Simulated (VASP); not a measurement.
# BP (F-43m) in VASP: further runs

BP is run at these levels: r2SCAN+rVV10; tasks: single point.

Everything below comes from runs of VASP 6.6.1. Logs are shortened: lines on timing, memory, paths and dates and some standing lists are left out, and cuts for length are marked.

### Step 1. The cell of the first run

It takes space group F-43m (No. 216, cubic). Conventional cell: a = 4.531 Å, b = 4.531 Å, c = 4.531 Å, α = 90.00°, β = 90.00°, γ = 90.00°. Within 2.6 Å of B (site symmetry -43m) lie 4 P at 1.96 Å. Within 2.6 Å of P (site symmetry -43m) lie 4 B at 1.96 Å.

### Step 2. Single point, r2SCAN+rVV10

File POSCAR:

```
BP
1.0
    0.0000000000      2.2653963861      2.2653963861
    2.2653963861      0.0000000000      2.2653963861
    2.2653963861      2.2653963861      0.0000000000
B P
1 1
Direct
    0.0000000000      0.0000000000      0.0000000000
    0.2500000000      0.2500000000      0.2500000000
```

File INCAR.step1:

```
SYSTEM = BP
  PREC = Accurate
  ENCUT = 550
  ISMEAR = 0
  SIGMA = 0.02
  LREAL = .False.
  LASPH = .True.
  NELM = 120
  NBANDS = 11
  GGA = PE
  ALGO = Normal
  EDIFF = 1E-5
  LWAVE = .True.
  LCHARG = .False.
  GGA_COMPAT = .False.
```

File INCAR.step2:

```
SYSTEM = BP
  PREC = Accurate
  ENCUT = 550
  EDIFF = 1E-6
  ISMEAR = 0
  SIGMA = 0.02
  LREAL = .False.
  LASPH = .True.
  NELM = 120
  ALGO = Normal
  ISIF = 2
  LWAVE = .False.
  LCHARG = .True.
  METAGGA = R2SCAN
  LMIXTAU = .True.
  LUSE_VDW = .True.
  IVDW_NL = 2
  BPARAM = 11.95
  CPARAM = 0.0093
  LELF = .True.
  LVHAR = .True.
  NBANDS = 11
  ISTART = 1
  GGA_COMPAT = .False.
```

File KPOINTS:

```
Automatic mesh
0
Gamma
  10 10 10
  0 0 0
```

Potentials or basis: VASP PAW PBE potentials, release 64 (B, P).

Run with:

```bash
$ cat potpaw_PBE.64/B/POTCAR potpaw_PBE.64/P/POTCAR > POTCAR
$ cp INCAR.step1 INCAR
$ mpirun -np 1 vasp_std > vasp.out
$ cp INCAR.step2 INCAR
$ mpirun -np 1 vasp_std > vasp.out
```

OUTCAR:

```text
SYSTEM = BP
   PREC = Accurate
   ENCUT = 550
   EDIFF = 1E-6
   ISMEAR = 0
   LREAL = .False.
   LASPH = .True.
   NELM = 120
   ISIF = 2
   METAGGA = R2SCAN
   IVDW_NL = 2
   BPARAM = 11.95
   ISTART = 1

 ion  position               nearest neighbor table
   1  0.000  0.000  0.000-   2 1.96   2 1.96   2 1.96   2 1.96
   2  0.250  0.250  0.250-   1 1.96   1 1.96   1 1.96   1 1.96

  LATTYP: Found a face centered cubic cell.
 ALAT       =     4.5307927722

  Lattice vectors:

 A1 = (   0.0000000000,   2.2653963861,   2.2653963861)
 A2 = (   2.2653963861,   0.0000000000,   2.2653963861)
 A3 = (   2.2653963861,   2.2653963861,   0.0000000000)

Analysis of symmetry for initial positions (statically):
=====================================================================
 Subroutine PRICEL returns:
 Original cell was already a primitive cell.

 Routine SETGRP: Setting up the symmetry group for a
 face centered cubic supercell.

 Subroutine GETGRP returns: Found 24 space group operations
 (whereof 24 operations were pure point group operations)
 out of a pool of 48 trial point group operations.

The static configuration has the point symmetry T_d .

Analysis of symmetry for dynamics (positions and initial velocities):
=====================================================================
 Subroutine PRICEL returns:
 Original cell was already a primitive cell.

 Routine SETGRP: Setting up the symmetry group for a
 face centered cubic supercell.

 Subroutine GETGRP returns: Found 24 space group operations
 (whereof 24 operations were pure point group operations)
 out of a pool of 48 trial point group operations.

The dynamic configuration has the point symmetry T_d .

 Subroutine INISYM returns: Found 24 space group operations
 (whereof 24 operations are pure point group operations),
 and found     1 'primitive' translations

----------------------------------------------------------------------------------------

                                     Primitive cell

  volume of cell :      23.2521

  direct lattice vectors                    reciprocal lattice vectors
     0.000000000  2.265396386  2.265396386    -0.220711926  0.220711926  0.220711926
     2.265396386  0.000000000  2.265396386     0.220711926 -0.220711926  0.220711926
     2.265396386  2.265396386  0.000000000     0.220711926  0.220711926 -0.220711926

  length of vectors
     3.203754293  3.203754293  3.203754293     0.382284270  0.382284270  0.382284270

  position of ions in fractional coordinates (direct lattice)
     0.000000000  0.000000000  0.000000000
     0.250000000  0.250000000  0.250000000

  ion indices of the primitive-cell ions
   primitive index   ion index
                 1           1
                 2           2

----------------------------------------------------------------------------------------

 KPOINTS: Automatic mesh

Automatic generation of k-mesh.
 Grid dimensions read from file:
 generate k-points for:   10   10   10

 Generating k-lattice:

  Cartesian coordinates                     Fractional coordinates (reciprocal lattice)
    -0.022071193  0.022071193  0.022071193     0.100000000  0.000000000  0.000000000
     0.022071193 -0.022071193  0.022071193     0.000000000  0.100000000  0.000000000
     0.022071193  0.022071193 -0.022071193     0.000000000  0.000000000  0.100000000

  Length of vectors
     0.038228427  0.038228427  0.038228427

  Shift w.r.t. Gamma in fractional coordinates (k-lattice)
     0.000000000  0.000000000  0.000000000

 Subroutine IBZKPT returns following result:
 ===========================================

 Found     47 irreducible k-points:

 Following reciprocal coordinates:
            Coordinates               Weight
  0.000000  0.000000  0.000000      1.000000
  0.100000  0.000000  0.000000      8.000000
  0.200000  0.000000  0.000000      8.000000
  0.300000  0.000000  0.000000      8.000000
  0.400000  0.000000  0.000000      8.000000
  0.500000  0.000000  0.000000      4.000000
[... 16 lines left out ...]
  0.300000  0.300000  0.000000      6.000000
  0.400000  0.300000  0.000000     24.000000
 [... further k-points ...]
   k-points           NKPTS =     47   k-points in BZ     NKDIM =     47   number of bands    NBANDS=     11
   number of dos      NEDOS =    301   number of ions     NIONS =      2
   total plane-waves  NPLWV =  21952
   dimension x,y,z NGX =    28 NGY =   28 NGZ =   28
   dimension x,y,z NGXF=    56 NGYF=   56 NGZF=   56
   ions per type =               1   1
   NGX,Y,Z   is equivalent  to a cutoff of  14.53, 14.53, 14.53 a.u.
   NGXF,Y,Z  is equivalent  to a cutoff of  29.06, 29.06, 29.06 a.u.
 SYSTEM =  BP
   PREC   = accura    normal or accurate (medium, high low for compatibility)
   ISTART =      1    job   : 0-new  1-cont  2-samecut
   ICHARG =      0    charge: 1-file 2-atom 10-const
   ISPIN  =      1    spin polarized calculation?
   LNONCOLLINEAR =      F non collinear calculations
   LSORBIT =      F    spin-orbit coupling
   LASPH  =      T    aspherical Exc in radial PAW
   ENCUT  =  550.0 eV  40.42 Ry    6.36 a.u.   6.13  6.13  6.13*2*pi/ulx,y,z
   NELM   =    120;   NELMIN=  2; NELMDL=  0     # of ELM steps
   EDIFF  = 0.1E-05   stopping-criterion for ELM
   LREAL  =      F    real-space projection
   EDIFFG = 0.1E-04   stopping-criterion for IOM
   NSW    =      0    number of steps for IOM
   IBRION =     -1    ionic relax: 0-MD 1-quasi-New 2-CG
   NFREE  =      0    steps in history (QN), initial steepest desc. (CG)
   ISIF   =      2    stress and relaxation
   ISYM   =      2    0-nonsym 1-usesym 2-fastsym
   POTIM  = 0.5000    time-step for ionic-motion
   TEBEG  =    0.0;   TEEND  =   0.0 temperature during run
   PSTRESS=    0.0 pullay stress
   NELECT =       8.0000    total number of electrons
   NUPDOWN=      -1.0000    fix difference up-down
   EMIN   =  10.00;   EMAX   =-10.00  energy-range for DOS
   EFERMI =   0.00;   METHOD = LEGACY
   ISMEAR =     0;   SIGMA  =   0.02  broadening in eV -4-tet -1-fermi 0-gaus
   EFERMI_NEDOS =   21; number of points for ismear=-14 and -15
   IALGO  =     38    algorithm
   IMIX   =      4    mixing-type and parameters
     AMIX     =   0.40;   BMIX     =  1.00
     AMIX_MAG =   1.60;   BMIX_MAG =  1.00
  volume/ion in A,a.u.               =      11.63        78.46
  Fermi-wavevector in a.u.,A,eV,Ry     =   1.147142  2.167785 17.904389  1.315935
  Thomas-Fermi vector in A             =   2.283824
   LORBIT       =      0    0 simple, 1 ext, 2 COOP (PROOUT), +10 PAW based schemes
   METAGGA = R2SCAN    functional components
   LHFCALC =     F    Hartree Fock is set to
   AEXX    =    0.0000 exact exchange contribution
   IVDW_NL    =     2    kernel type
   BPARAM     =11.9500
   IVDW    =     0    specifies the selected vdW correction
   LEPSILON=     F    determine dielectric tensor
   LRPA    =     F    only Hartree local field effects (RPA)
 non-spin polarized calculation
 Gauss-broadening in eV      SIGMA  =   0.02
  energy-cutoff  :      550.00
  volume of cell :       23.25
 maximum number of plane-waves:       701
 NGX is ok and might be reduce to    28
   NGX = 13   NGY = 13   NGZ = 13

 number of electron       8.0000000 magnetization

 Free energy of the ion-electron system (eV)
  ---------------------------------------------------
  ext. energy  EPLUGINS =         0.00000000
  ---------------------------------------------------
  free energy    TOTEN  =       -17.22719902 eV

  energy without entropy =      -17.22719902  energy(sigma->0) =      -17.22719902

 E-fermi :   7.5570     XC(G=0): -11.5539

 val. band max:        7.4487586095   @ k =   0.0000   0.0000   0.0000
 cond. band min:       8.8594414095   @ k =   0.4000   0.4000   0.0000
 fundamental gap:      1.4106828000
 Fermi energy:         7.5569592107

 k-point     1 :       0.0000    0.0000    0.0000
  band No.  band energies     occupation
      1      -8.8664      2.00000
      2       7.4488      2.00000
      3       7.4488      2.00000
      4       7.4488      2.00000
      5      11.0902      0.00000
      6      11.0902      0.00000
      7      11.0902      0.00000
      8      15.5275      0.00000
      9      19.8114      0.00000
     10      20.1033      0.00000
     11      20.1033      0.00000

 k-point     2 :       0.1000    0.0000    0.0000
  band No.  band energies     occupation
      1      -8.6761      2.00000
      2       6.0724      2.00000
      3       7.1354      2.00000
      4       7.1354      2.00000
      5      11.5269      0.00000
      6      11.5269      0.00000
      7      11.5834      0.00000
      8      16.0636      0.00000
      9      19.4188      0.00000
     10      19.4188      0.00000
     11      20.4089      0.00000

 k-point     3 :       0.2000    0.0000    0.0000
  band No.  band energies     occupation
      1      -8.1124      2.00000
      2       3.5979      2.00000
      3       6.5403      2.00000
      4       6.5403      2.00000
      5      11.8372      0.00000
      6      12.2953      0.00000
      7      12.2953      0.00000
      8      17.2924      0.00000
      9      18.8139      0.00000
     10      18.8139      0.00000
     11      21.2780      0.00000
[... 267 lines left out ...]
 k-point    23 :       0.3000    0.3000    0.0000
  band No.  band energies     occupation
      1      -6.6294      2.00000
      2       2.3274      2.00000
      3       4.0285      2.00000
      4       4.0285      2.00000
      5       9.1587      0.00000
      6      11.6620      0.00000
      7      16.9685      0.00000
      8      16.9685      0.00000
      9      21.4980      0.00000
     10      22.5132      0.00000
     11      25.1101      0.00000

 k-point    24 :       0.4000    0.3000    0.0000
  band No.  band energies     occupation
      1      -5.7534      2.00000
      2       0.9132      2.00000
      3       3.1646      2.00000
      4       3.7157      2.00000
      5       9.4601      0.00000
      6      11.3629      0.00000
      7      17.6266      0.00000
      8      17.6387      0.00000
      9      22.5328      0.00000
     10      23.5022      0.00000
     11      25.6349      0.00000

 [... further k-points ...]

------------------------ aborting loop because EDIFF is reached ----------------------------------------

  FORCE on cell =-STRESS in cart. coord.  units (eV):
  Direction    XX          YY          ZZ          XY          YZ          ZX
  --------------------------------------------------------------------------------------
  -------------------------------------------------------------------------------------
  Total       -0.0659548     -0.0659548     -0.0659548     -0.0000000      0.0000000     -0.0000000
  in kB       -4.5445900     -4.5445900     -4.5445900     -0.0000000      0.0000000     -0.0000000
  external PRESSURE =      -4.5445900 kB  Pullay stress =       0.0000000 kB

 VOLUME and BASIS-vectors are now :
 -----------------------------------------------------------------------------
  energy-cutoff  :      550.00
  volume of cell :       23.25
      direct lattice vectors                 reciprocal lattice vectors
     0.000000000  2.265396386  2.265396386    -0.220711926  0.220711926  0.220711926
     2.265396386  0.000000000  2.265396386     0.220711926 -0.220711926  0.220711926
     2.265396386  2.265396386  0.000000000     0.220711926  0.220711926 -0.220711926

 POSITION                                       TOTAL-FORCE (eV/Angst)
 -----------------------------------------------------------------------------------
      0.00000      0.00000      0.00000        -0.000000     -0.000000     -0.000000
      1.13270      1.13270      1.13270         0.000000      0.000000      0.000000
 -----------------------------------------------------------------------------------
    total drift:                               -0.000000     -0.000000     -0.000000

  FREE ENERGIE OF THE ION-ELECTRON SYSTEM (eV)
  ---------------------------------------------------
  free  energy   TOTEN  =       -17.2271990167 eV

  energy  without entropy=      -17.2271990167  energy(sigma->0) =      -17.22719902
```

Run time: 47 s. Hardware: 1 thread of Intel Xeon 6975P-C (Granite Rapids), shared host; peak memory 0.26 GiB.

What came out:

```yaml
Free_energy: -17.2272 eV
Pressure: -0.5 GPa
Band_gap_on_the_k_mesh: 1.41 eV (least direct gap 3.64 eV)
```

Levels at points of the mesh, in eV from the valence-band top:
| k point | band 1 | band 2 | band 3 | band 4 | band 5 | band 6 | band 7 | band 8 | band 9 |
| --- | --- | --- | --- | --- | --- | --- | --- | --- | --- |
| (0.00, 0.00, 0.00) | -16.32 | 0.00 | 0.00 | 0.00 | 3.64 | 3.64 | 3.64 | 8.08 | 12.36 |
| (0.50, 0.00, 0.00) | -12.80 | -9.55 | -1.87 | -1.87 | 4.15 | 5.02 | 5.02 | 10.88 | 15.51 |
| (0.50, 0.50, 0.00) | -11.12 | -9.16 | -4.37 | -4.37 | 1.50 | 1.87 | 13.11 | 13.11 | 16.44 |

Caveat: the PAW data sets were made with another functional, which shifts forces and pressure a little.

### Step 3. Single point, r2SCAN+rVV10 (11.97 Å³/atom)

This run uses another cell than the first one, of 11.97 Å³/atom.

File POSCAR:

```
BP
1.0
    0.0000000000      2.2878275121      2.2878275121
    2.2878275121      0.0000000000      2.2878275121
    2.2878275121      2.2878275121      0.0000000000
B P
1 1
Direct
    0.0000000000      0.0000000000      0.0000000000
    0.2500000000      0.2500000000      0.2500000000
```

File INCAR.step1:

```
  ALGO = Normal
  EDIFF = 1E-5
  ENCUT = 550
  GGA = PE
  GGA_COMPAT = F
  ISMEAR = 0
  LASPH = T
  LCHARG = F
  LREAL = F
  LWAVE = T
  NBANDS = 11
  NELM = 120
  PREC = Accurate
  SIGMA = 0.02
```

File INCAR.step2:

```
  ALGO = Normal
  BPARAM = 11.95
  CPARAM = 0.0093
  EDIFF = 1E-6
  ENCUT = 550
  GGA_COMPAT = F
  ISIF = 2
  ISMEAR = 0
  ISTART = 1
  IVDW_NL = 2
  LASPH = T
  LCHARG = F
  LMIXTAU = T
  LREAL = F
  LUSE_VDW = T
  LWAVE = F
  METAGGA = R2SCAN
  NBANDS = 11
  NELM = 120
  PREC = Accurate
  SIGMA = 0.02
```

File KPOINTS:

```
k-points
0
Gamma
  10 10 10
```

Potentials or basis: VASP PAW PBE potentials, release 64 (B, P).

Run with:

```bash
$ cat potpaw_PBE.64/B/POTCAR potpaw_PBE.64/P/POTCAR > POTCAR
$ cp INCAR.step1 INCAR
$ mpirun -np 1 vasp_std > vasp.out
$ cp INCAR.step2 INCAR
$ mpirun -np 1 vasp_std > vasp.out
```

Run time: 47 s. Hardware: 1 thread of Intel Xeon 6975P-C (Granite Rapids), shared host; peak memory 0.25 GiB.

It converged, with:

```
Free energy            : -17.2151 eV
Pressure               : -5.2 GPa
Band gap on the k mesh : 1.45 eV (least direct gap 3.60 eV)
```

Levels at points of the mesh, in eV from the valence-band top:
```csv
k point,band 2,band 3,band 4,band 5,band 6,band 7
"(0.00, 0.00, 0.00)",0.00,0.00,0.00,3.60,3.60,3.60
"(0.50, 0.00, 0.00)",-9.34,-1.83,-1.83,3.97,5.00,5.00
"(0.50, 0.50, 0.00)",-9.00,-4.26,-4.26,1.56,1.89,12.82
```

Caveat: the cell stands under tension; the PAW data sets were made with another functional, which shifts forces and pressure a little. r2SCAN opens gaps a little over a GGA but as a rule still falls short of measured ones.

### Step 4. Single point, r2SCAN+rVV10 (12.32 Å³/atom)

This run uses another cell than the first one, of 12.32 Å³/atom.

File POSCAR:

```
BP
1.0
    0.0000000000      2.3098272031      2.3098272031
    2.3098272031      0.0000000000      2.3098272031
    2.3098272031      2.3098272031      0.0000000000
B P
1 1
Direct
    0.0000000000      0.0000000000      0.0000000000
    0.2500000000      0.2500000000      0.2500000000
```

File INCAR.step1:

```
ALGO = Normal
EDIFF = 1E-5
ENCUT = 550
GGA = PE
GGA_COMPAT = F
ISMEAR = 0
LASPH = T
LCHARG = F
LREAL = F
LWAVE = T
NBANDS = 11
NELM = 120
PREC = Accurate
SIGMA = 0.02
```

File INCAR.step2:

```
ALGO = Normal
BPARAM = 11.95
CPARAM = 0.0093
EDIFF = 1E-6
ENCUT = 550
GGA_COMPAT = F
ISIF = 2
ISMEAR = 0
ISTART = 1
IVDW_NL = 2
LASPH = T
LCHARG = F
LMIXTAU = T
LREAL = F
LUSE_VDW = T
LWAVE = F
METAGGA = R2SCAN
NBANDS = 11
NELM = 120
PREC = Accurate
SIGMA = 0.02
```

KPOINTS is that of step 3.

Run with:

```bash
$ cat potpaw_PBE.64/B/POTCAR potpaw_PBE.64/P/POTCAR > POTCAR
$ cp INCAR.step1 INCAR
$ mpirun -np 1 vasp_std > vasp.out
$ cp INCAR.step2 INCAR
$ mpirun -np 1 vasp_std > vasp.out
```

It took 49 s on 1 thread of Intel Xeon 6975P-C (Granite Rapids), shared host; peak memory 0.26 GiB.

Results (log left out):

```yaml
Free_energy: -17.1836 eV
Pressure: -9.4 GPa
Band_gap_on_the_k_mesh: 1.49 eV (least direct gap 3.56 eV)
```

Levels at points of the mesh, in eV from the valence-band top:
| k point | band 2 | band 3 | band 4 | band 5 | band 6 | band 7 |
| --- | --- | --- | --- | --- | --- | --- |
| (0.00, 0.00, 0.00) | 0.00 | 0.00 | 0.00 | 3.56 | 3.56 | 3.56 |
| (0.50, 0.00, 0.00) | -9.13 | -1.80 | -1.80 | 3.79 | 4.98 | 4.98 |
| (0.50, 0.50, 0.00) | -8.85 | -4.15 | -4.15 | 1.61 | 1.92 | 12.54 |

Caveat: the cell stands under tension; the PAW data sets were made with another functional, which shifts forces and pressure a little. r2SCAN opens gaps a little over a GGA but as a rule still falls short of measured ones.

### Step 5. Summary

| cell | gap on the mesh (eV) | pressure (GPa) |
| --- | --- | --- |
| a = 3.204 Å, angles 60.0°, 2 atoms | 1.41 | -0.5 |
| a = 3.235 Å, angles 60.0°, 2 atoms | 1.45 | -5.2 |
| a = 3.267 Å, angles 60.0°, 2 atoms | 1.49 | -9.4 |

Alike in all rows: task single point; level r2SCAN+rVV10; potentials or basis VASP PAW PBE potentials, release 64 (B, P); no spin polarisation; k mesh 10 × 10 × 10; cutoff (eV) 550; smearing gaussian 0.02 eV.

Caveats: the PAW data sets were made with another functional, which shifts forces and pressure a little; the cell stands under tension (at least some runs).

Absolute energies hang on the potentials; compare differences alone.
